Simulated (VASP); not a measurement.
# CsBr (Pm-3m) in VASP: notebook

CsBr is run at these levels: PBE-based screened hybrid with 5 % exact exchange, PBE-based screened hybrid with 75 % exact exchange; tasks: single point.

All numbers are computed with VASP 6.6.1; they aren't measurements. Logs are shortened: lines on timing, memory, paths and dates and some standing lists are left out, and cuts for length are marked.

## (1) The cell of the first run

It takes space group Pm-3m (No. 221, cubic). The conventional cell has a = 4.319 Å, b = 4.319 Å, c = 4.319 Å, α = 90.00°, β = 90.00°, γ = 90.00°. Cs (site symmetry m-3m) has 8 Br at 3.74 Å and 6 Cs at 4.32 Å within 4.9 Å. Br (site symmetry m-3m) has 8 Cs at 3.74 Å and 6 Br at 4.32 Å within 4.9 Å.

## (2) Single point, PBE-based screened hybrid with 5 % exact exchange

Input file POSCAR:

```
CsBr
1.0
    4.3193779700      0.0000000000      0.0000000000
    0.0000000000      4.3193779700      0.0000000000
    0.0000000000      0.0000000000      4.3193779700
Cs Br
1 1
Direct
    0.0000000000      0.0000000000      0.0000000000
    0.5000000000      0.5000000000      0.5000000000
```

Input file INCAR.step1:

```
SYSTEM = CsBr
ALGO = Normal ; EDIFF = 1E-5
ENCUT = 400 ; GGA = PE
GGA_COMPAT = .FALSE. ; ISIF = 2
ISMEAR = 0 ; LASPH = .TRUE.
LREAL = .FALSE. ; LWAVE = .TRUE.
NBANDS = 15 ; NELM = 120
PREC = Accurate ; SIGMA = 0.01
```

Input file INCAR.step2:

```
SYSTEM = CsBr
AEXX = 0.05 ; ALGO = Normal
EDIFF = 1E-6 ; ENCUT = 400
GGA = PE ; GGA_COMPAT = .FALSE.
HFSCREEN = 0.3 ; ISIF = 2
ISMEAR = 0 ; ISTART = 1
LASPH = .TRUE. ; LCHARG = .TRUE.
LELF = .TRUE. ; LHFCALC = .TRUE.
LREAL = .FALSE. ; LVHAR = .TRUE.
LWAVE = .FALSE. ; NBANDS = 15
NELM = 120 ; PREC = Accurate
PRECFOCK = Normal ; SIGMA = 0.01
```

Input file KPOINTS:

```
k-points
0
G
  4 4 4
  0 0 0
```

Potentials or basis: VASP PAW PBE potentials, release 64 (Cs_sv, Br).

Run with:

```bash
$ cat potpaw_PBE.64/Cs_sv/POTCAR potpaw_PBE.64/Br/POTCAR > POTCAR
$ cp INCAR.step1 INCAR
$ mpirun -np 1 vasp_std > vasp.out
$ cp INCAR.step2 INCAR
$ mpirun -np 1 vasp_std > vasp.out
```

OUTCAR:

```text
SYSTEM = CsBr
   AEXX = 0.05
   EDIFF = 1E-6
   ENCUT = 400
   GGA = PE
   HFSCREEN = 0.3
   ISIF = 2
   ISMEAR = 0
   ISTART = 1
   LASPH = .TRUE.
   LHFCALC = .TRUE.
   LREAL = .FALSE.
   NELM = 120
   PREC = Accurate
   PRECFOCK = Normal

 ion  position               nearest neighbor table
   1  0.000  0.000  0.000-
   2  0.500  0.500  0.500-

  LATTYP: Found a simple cubic cell.
 ALAT       =     4.3193779700

  Lattice vectors:

 A1 = (   4.3193779700,   0.0000000000,   0.0000000000)
 A2 = (   0.0000000000,   4.3193779700,   0.0000000000)
 A3 = (   0.0000000000,   0.0000000000,   4.3193779700)

Analysis of symmetry for initial positions (statically):
=====================================================================
 Subroutine PRICEL returns:
 Original cell was already a primitive cell.

 Routine SETGRP: Setting up the symmetry group for a
 simple cubic supercell.

 Subroutine GETGRP returns: Found 48 space group operations
 (whereof 48 operations were pure point group operations)
 out of a pool of 48 trial point group operations.

The static configuration has the point symmetry O_h .

Analysis of symmetry for dynamics (positions and initial velocities):
=====================================================================
 Subroutine PRICEL returns:
 Original cell was already a primitive cell.

 Routine SETGRP: Setting up the symmetry group for a
 simple cubic supercell.

 Subroutine GETGRP returns: Found 48 space group operations
 (whereof 48 operations were pure point group operations)
 out of a pool of 48 trial point group operations.

The dynamic configuration has the point symmetry O_h .

 Subroutine INISYM returns: Found 48 space group operations
 (whereof 48 operations are pure point group operations),
 and found     1 'primitive' translations

----------------------------------------------------------------------------------------

                                     Primitive cell

  volume of cell :      80.5867

  direct lattice vectors                    reciprocal lattice vectors
     4.319377970  0.000000000  0.000000000     0.231514817  0.000000000  0.000000000
     0.000000000  4.319377970  0.000000000     0.000000000  0.231514817  0.000000000
     0.000000000  0.000000000  4.319377970     0.000000000  0.000000000  0.231514817

  length of vectors
     4.319377970  4.319377970  4.319377970     0.231514817  0.231514817  0.231514817

  position of ions in fractional coordinates (direct lattice)
     0.000000000  0.000000000  0.000000000
     0.500000000  0.500000000  0.500000000

  ion indices of the primitive-cell ions
   primitive index   ion index
                 1           1
                 2           2

----------------------------------------------------------------------------------------

 KPOINTS: k-points

Automatic generation of k-mesh.
 Grid dimensions read from file:
 generate k-points for:    4    4    4

 Generating k-lattice:

  Cartesian coordinates                     Fractional coordinates (reciprocal lattice)
     0.057878704  0.000000000  0.000000000     0.250000000  0.000000000  0.000000000
     0.000000000  0.057878704  0.000000000     0.000000000  0.250000000  0.000000000
     0.000000000  0.000000000  0.057878704     0.000000000  0.000000000  0.250000000

  Length of vectors
     0.057878704  0.057878704  0.057878704

  Shift w.r.t. Gamma in fractional coordinates (k-lattice)
     0.000000000  0.000000000  0.000000000

 Subroutine IBZKPT returns following result:
 ===========================================

 Found     10 irreducible k-points:

 Following reciprocal coordinates:
            Coordinates               Weight
  0.000000  0.000000  0.000000      1.000000
  0.250000  0.000000  0.000000      6.000000
  0.500000  0.000000  0.000000      3.000000
  0.250000  0.250000  0.000000     12.000000
  0.500000  0.250000  0.000000     12.000000
  0.500000  0.500000  0.000000      3.000000
  0.250000  0.250000  0.250000      8.000000
  0.500000  0.250000  0.250000     12.000000
  0.500000  0.500000  0.250000      6.000000
  0.500000  0.500000  0.500000      1.000000
   k-points           NKPTS =     10   k-points in BZ     NKDIM =     64   number of bands    NBANDS=     15
   number of dos      NEDOS =    301   number of ions     NIONS =      2
   total plane-waves  NPLWV =  21952
   dimension x,y,z NGX =    28 NGY =   28 NGZ =   28
   dimension x,y,z NGXF=    56 NGYF=   56 NGZF=   56
   ions per type =               1   1
   NGX,Y,Z   is equivalent  to a cutoff of  10.78, 10.78, 10.78 a.u.
   NGXF,Y,Z  is equivalent  to a cutoff of  21.55, 21.55, 21.55 a.u.
 SYSTEM =  CsBr
   PREC   = accura    normal or accurate (medium, high low for compatibility)
   ISTART =      1    job   : 0-new  1-cont  2-samecut
   ICHARG =      0    charge: 1-file 2-atom 10-const
   ISPIN  =      1    spin polarized calculation?
   LNONCOLLINEAR =      F non collinear calculations
   LSORBIT =      F    spin-orbit coupling
   LASPH  =      T    aspherical Exc in radial PAW
   ENCUT  =  400.0 eV  29.40 Ry    5.42 a.u.   7.04  7.04  7.04*2*pi/ulx,y,z
   NELM   =    120;   NELMIN=  2; NELMDL=  0     # of ELM steps
   EDIFF  = 0.1E-05   stopping-criterion for ELM
   LREAL  =      F    real-space projection
   EDIFFG = 0.1E-04   stopping-criterion for IOM
   NSW    =      0    number of steps for IOM
   IBRION =     -1    ionic relax: 0-MD 1-quasi-New 2-CG
   NFREE  =      0    steps in history (QN), initial steepest desc. (CG)
   ISIF   =      2    stress and relaxation
   ISYM   =      3    0-nonsym 1-usesym 2-fastsym
   POTIM  = 0.5000    time-step for ionic-motion
   TEBEG  =    0.0;   TEEND  =   0.0 temperature during run
   PSTRESS=    0.0 pullay stress
   NELECT =      16.0000    total number of electrons
   NUPDOWN=      -1.0000    fix difference up-down
   EMIN   =  10.00;   EMAX   =-10.00  energy-range for DOS
   EFERMI =   0.00;   METHOD = LEGACY
   ISMEAR =     0;   SIGMA  =   0.01  broadening in eV -4-tet -1-fermi 0-gaus
   EFERMI_NEDOS =   21; number of points for ismear=-14 and -15
   IALGO  =     38    algorithm
   IMIX   =      1    mixing-type and parameters
     AMIX     =   0.40;   BMIX     =  1.00
     AMIX_MAG =   1.60;   BMIX_MAG =  1.00
  volume/ion in A,a.u.               =      40.29       271.91
  Fermi-wavevector in a.u.,A,eV,Ry     =   0.955052  1.804786 12.410201  0.912124
  Thomas-Fermi vector in A             =   2.083854
   LORBIT       =      0    0 simple, 1 ext, 2 COOP (PROOUT), +10 PAW based schemes
   GGA     = PE    functional components
   LHFCALC =     T    Hartree Fock is set to
   PRECFOCK=normal    Normal, Fast or Accurate (Low or Medium for compatibility)
   ENCUT4O =  -1.0   cutoff for four orbital integrals eV
   NKREDX  =     1    reduce k-point grid by
   NKREDY  =     1    reduce k-point grid by
   NKREDZ  =     1    reduce k-point grid by
   AEXX    =    0.0500 exact exchange contribution
   HFSCREEN=    0.3000 screening length (either q_TF or 0.3 A-1)
   HFSCREENC=   0.3000 screening length for correlation (either q_TF or 0.3 A-1)
   ENCUTFOCK=  -1.0 apply spherical cutoff to Coloumb kernel
   IVDW    =     0    specifies the selected vdW correction
   LEPSILON=     F    determine dielectric tensor
   LRPA    =     F    only Hartree local field effects (RPA)
 non-spin polarized calculation
 Gauss-broadening in eV      SIGMA  =   0.01
  energy-cutoff  :      400.00
  volume of cell :       80.59
 maximum number of plane-waves:      1492
  NGX = 24; NGY = 24; NGZ = 24

 number of electron      16.0000004 magnetization

 Free energy of the ion-electron system (eV)
  ---------------------------------------------------
  ext. energy  EPLUGINS =         0.00000000
  ---------------------------------------------------
  free energy    TOTEN  =        -6.16991943 eV

  energy without entropy =       -6.16991943  energy(sigma->0) =       -6.16991943

 E-fermi :  -0.4340     XC(G=0):  -7.7391

 val. band max:       -0.5488811351   @ k =   0.5000   0.5000   0.0000
 cond. band min:       4.0624505328   @ k =   0.0000   0.0000   0.0000
 fundamental gap:      4.6113316679
 Fermi energy:        -0.4339886065

 k-point     1 :       0.0000    0.0000    0.0000
  band No.  band energies     occupation
      1     -20.6138      2.00000
      2     -13.0901      2.00000
      3      -7.0223      2.00000
      4      -7.0223      2.00000
      5      -7.0223      2.00000
      6      -0.5564      2.00000
      7      -0.5564      2.00000
      8      -0.5564      2.00000
      9       4.0625      0.00000
     10       4.5643      0.00000
     11       4.5643      0.00000
     12       8.7248      0.00000
     13       8.7248      0.00000
     14       8.7248      0.00000
     15      11.6788      0.00000

 k-point     2 :       0.2500    0.0000    0.0000
  band No.  band energies     occupation
      1     -20.5891      2.00000
      2     -13.0954      2.00000
      3      -7.2167      2.00000
      4      -6.9734      2.00000
      5      -6.9734      2.00000
      6      -1.2831      2.00000
      7      -0.6512      2.00000
      8      -0.6512      2.00000
      9       4.9475      0.00000
     10       5.3406      0.00000
     11       5.7880      0.00000
     12       8.4866      0.00000
     13       8.4866      0.00000
     14       9.0220      0.00000
     15       9.4641      0.00000
[... 113 lines left out ...]
      3      -7.4945      2.00000
      4      -7.4945      2.00000
      5      -7.1452      2.00000
      6      -1.4105      2.00000
      7      -1.4105      2.00000
      8      -1.1865      2.00000
      9       6.2979      0.00000
     10       6.4565      0.00000
     11       7.1751      0.00000
     12       7.1751      0.00000
     13       9.8388      0.00000
     14       9.8388      0.00000
     15      10.8052      0.00000

 k-point    10 :       0.5000    0.5000    0.5000
  band No.  band energies     occupation
      1     -20.4809      2.00000
      2     -12.9160      2.00000
      3      -7.4055      2.00000
      4      -7.4055      2.00000
      5      -7.4055      2.00000
      6      -1.6874      2.00000
      7      -1.6874      2.00000
      8      -1.6874      2.00000
      9       7.8827      0.00000
     10       7.8827      0.00000
     11       7.8827      0.00000
     12       8.7104      0.00000
     13       8.7104      0.00000
     14       8.7104      0.00000
     15      10.9054      0.00000

------------------------ aborting loop because EDIFF is reached ----------------------------------------

  FORCE on cell =-STRESS in cart. coord.  units (eV):
  Direction    XX          YY          ZZ          XY          YZ          ZX
  --------------------------------------------------------------------------------------
  -------------------------------------------------------------------------------------
  Total        0.3060438      0.3060438      0.3060438      0.0000000     -0.0000000      0.0000000
  in kB        6.0845801      6.0845801      6.0845801      0.0000000     -0.0000000      0.0000000
  external PRESSURE =       6.0845801 kB  Pullay stress =       0.0000000 kB

 VOLUME and BASIS-vectors are now :
 -----------------------------------------------------------------------------
  energy-cutoff  :      400.00
  volume of cell :       80.59
      direct lattice vectors                 reciprocal lattice vectors
     4.319377970  0.000000000  0.000000000     0.231514817  0.000000000  0.000000000
     0.000000000  4.319377970  0.000000000     0.000000000  0.231514817  0.000000000
     0.000000000  0.000000000  4.319377970     0.000000000  0.000000000  0.231514817

 POSITION                                       TOTAL-FORCE (eV/Angst)
 -----------------------------------------------------------------------------------
      0.00000      0.00000      0.00000         0.000000      0.000000      0.000000
      2.15969      2.15969      2.15969         0.000000      0.000000      0.000000
 -----------------------------------------------------------------------------------
    total drift:                                0.000000      0.000000      0.000000

  FREE ENERGIE OF THE ION-ELECTRON SYSTEM (eV)
  ---------------------------------------------------
  free  energy   TOTEN  =        -6.1699194314 eV

  energy  without entropy=       -6.1699194314  energy(sigma->0) =       -6.16991943
```

Run time: 6 min. Hardware: 1 thread of Intel Xeon 8259CL, shared host; peak memory 0.27 GiB.

What came out:

```
Free energy            : -6.1699 eV
Pressure               : 0.6 GPa
Band gap on the k mesh : 4.61 eV (least direct gap 4.62 eV)
```

Caveat: the PAW data sets were made with another functional, which shifts forces and pressure a little; spin-orbit coupling is left out, which moves the levels of the heavy elements.

## (3) Single point, PBE-based screened hybrid with 75 % exact exchange

POSCAR is that of step 2.

Input file INCAR.step1:

```
  PREC = Accurate
  ENCUT = 400
  EDIFF = 1E-5
  ISMEAR = 0
  SIGMA = 0.01
  LREAL = False
  LASPH = True
  NELM = 120
  ALGO = Normal
  ISIF = 2
  LWAVE = True
  LCHARG = False
  NBANDS = 15
  GGA = PE
  GGA_COMPAT = False
```

Input file INCAR.step2:

```
  PREC = Accurate
  ENCUT = 400
  EDIFF = 1E-6
  ISMEAR = 0
  SIGMA = 0.01
  LREAL = False
  LASPH = True
  NELM = 120
  ALGO = Normal
  ISIF = 2
  LWAVE = False
  LCHARG = False
  GGA = PE
  LHFCALC = True
  AEXX = 0.75
  HFSCREEN = 0.1
  PRECFOCK = Normal
  NBANDS = 15
  ISTART = 1
  GGA_COMPAT = False
```

Input file KPOINTS:

```
regular mesh
0
Gamma
  4 4 4
```

Potentials or basis: VASP PAW PBE potentials, release 64 (Cs_sv, Br).

Run with:

```bash
$ cat potpaw_PBE.64/Cs_sv/POTCAR potpaw_PBE.64/Br/POTCAR > POTCAR
$ cp INCAR.step1 INCAR
$ mpirun -np 1 vasp_std > vasp.out
$ cp INCAR.step2 INCAR
$ mpirun -np 1 vasp_std > vasp.out
```

OUTCAR:

```text
PREC = Accurate
   ENCUT = 400
   EDIFF = 1E-6
   ISMEAR = 0
   LREAL = False
   LASPH = True
   NELM = 120
   ISIF = 2
   GGA = PE
   LHFCALC = True
   AEXX = 0.75
   HFSCREEN = 0.1
   PRECFOCK = Normal
   ISTART = 1

 ion  position               nearest neighbor table
   1  0.000  0.000  0.000-
   2  0.500  0.500  0.500-

  LATTYP: Found a simple cubic cell.
 ALAT       =     4.3193779700

  Lattice vectors:

 A1 = (   4.3193779700,   0.0000000000,   0.0000000000)
 A2 = (   0.0000000000,   4.3193779700,   0.0000000000)
 A3 = (   0.0000000000,   0.0000000000,   4.3193779700)

Analysis of symmetry for initial positions (statically):
=====================================================================
 Subroutine PRICEL returns:
 Original cell was already a primitive cell.

 Routine SETGRP: Setting up the symmetry group for a
 simple cubic supercell.

 Subroutine GETGRP returns: Found 48 space group operations
 (whereof 48 operations were pure point group operations)
 out of a pool of 48 trial point group operations.

The static configuration has the point symmetry O_h .
[... 165 lines left out ...]
      3     -10.9054      2.00000
      4     -10.9054      2.00000
      5     -10.9054      2.00000
      6      -3.6334      2.00000
      7      -3.6334      2.00000
      8      -3.6334      2.00000
      9       5.4876      0.00000
     10       5.9099      0.00000
     11       5.9099      0.00000
     12      10.8779      0.00000
     13      10.8779      0.00000
     14      10.8779      0.00000
[... 149 lines left out ...]
      2     -18.8654      2.00000
      3     -11.3250      2.00000
      4     -11.3250      2.00000
      5     -11.3250      2.00000
      6      -4.9579      2.00000
      7      -4.9579      2.00000
      8      -4.9579      2.00000
      9       9.8536      0.00000
     10       9.8536      0.00000
     11       9.8536      0.00000
     12      10.3361      0.00000
     13      10.3361      0.00000
     14      10.3361      0.00000
     15      13.5685      0.00000

------------------------ aborting loop because EDIFF is reached ----------------------------------------

  FORCE on cell =-STRESS in cart. coord.  units (eV):
  Direction    XX          YY          ZZ          XY          YZ          ZX
  --------------------------------------------------------------------------------------
  -------------------------------------------------------------------------------------
  Total       -0.2419400     -0.2419400     -0.2419400      0.0000000      0.0000000      0.0000000
  in kB       -4.8101052     -4.8101052     -4.8101052      0.0000000      0.0000000      0.0000000
  external PRESSURE =      -4.8101052 kB  Pullay stress =       0.0000000 kB

 VOLUME and BASIS-vectors are now :
 -----------------------------------------------------------------------------
  energy-cutoff  :      400.00
  volume of cell :       80.59
      direct lattice vectors                 reciprocal lattice vectors
     4.319377970  0.000000000  0.000000000     0.231514817  0.000000000  0.000000000
     0.000000000  4.319377970  0.000000000     0.000000000  0.231514817  0.000000000
     0.000000000  0.000000000  4.319377970     0.000000000  0.000000000  0.231514817

 POSITION                                       TOTAL-FORCE (eV/Angst)
 -----------------------------------------------------------------------------------
      0.00000      0.00000      0.00000         0.000000      0.000000      0.000000
      2.15969      2.15969      2.15969         0.000000      0.000000      0.000000
 -----------------------------------------------------------------------------------
    total drift:                                0.000000      0.000000      0.000000

  FREE ENERGIE OF THE ION-ELECTRON SYSTEM (eV)
  ---------------------------------------------------
  free  energy   TOTEN  =       -10.0162739799 eV

  energy  without entropy=      -10.0162739799  energy(sigma->0) =      -10.01627398
```

OUTCAR.step1:

```text
PREC = Accurate
   ENCUT = 400
   EDIFF = 1E-5
   ISMEAR = 0
   LREAL = False
[... 385 lines left out ...]
      0.00000      0.00000      0.00000         0.000000      0.000000      0.000000
      2.15969      2.15969      2.15969         0.000000      0.000000      0.000000
 -----------------------------------------------------------------------------------
    total drift:                                0.000000      0.000000      0.000000

  FREE ENERGIE OF THE ION-ELECTRON SYSTEM (eV)
  ---------------------------------------------------
  free  energy   TOTEN  =        -6.0136179689 eV

  energy  without entropy=       -6.0136179689  energy(sigma->0) =       -6.01361797
```

It took 13 min on 1 thread of Intel Xeon 8259CL, shared host; peak memory 0.27 GiB.

What came out:

```
Free energy            : -10.0163 eV
Pressure               : -0.5 GPa
Band gap on the k mesh : 9.12 eV
```

Levels at points of the mesh, in eV from the valence-band top:
```csv
k point,band 6,band 7,band 8,band 9,band 10,band 11
"(0.00, 0.00, 0.00)",0.00,0.00,0.00,9.12,9.54,9.54
"(0.50, 0.00, 0.00)",-1.48,-0.22,-0.22,10.77,12.20,12.50
"(0.50, 0.50, 0.00)",-0.69,-0.69,0.00,9.93,10.25,12.23
"(0.50, 0.50, 0.50)",-1.32,-1.32,-1.32,13.49,13.49,13.49
```

Caveat: the PAW data sets were made with another functional, which shifts forces and pressure a little; spin-orbit coupling is left out, which moves the levels of the heavy elements.
